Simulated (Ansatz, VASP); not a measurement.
# Two plane-wave programs on InAs

```
In As
1.0
     0.00000    3.09338    3.09338
     3.09338    0.00000    3.09338
     3.09338    3.09338    0.00000
In As
1 1
Cartesian
  0.0000 0.0000 0.0000
  4.6401 4.6401 4.6401
```

Alike in both runs: task relaxation of cell and atoms; functional PBE; k mesh 12 × 12 × 12; occupations fermi-dirac, width 0.15 eV; no spin polarisation.

|  | VASP | Ansatz |
| --- | --- | --- |
| version | VASP 6.6.1 | Ansatz 0.2.0 |
| potentials or method | VASP PAW PBE potentials, release 64 (In_d, As), cutoff 600 eV | scalar-relativistic, plane waves, PAW |
| valence electrons in the cell | 18 | 28 |

|  | VASP | Ansatz | Ansatz less VASP |
| --- | --- | --- | --- |
| gap on the k mesh at the Fermi level, each at its own relaxed structure (eV) | none | none | - |
| relaxed volume (Å³/atom) | 29.65 | 29.61 | -0.035 |
| relaxed cell length with the largest relative difference (Å) | 4.377 | 4.375 | -0.0017 |

A gap of «none» marks a metal or a gap that the smearing closes. VASP's potentials hold 18 valence electrons a cell and Ansatz's 28, so a difference there can come from the potentials and not from the codes.
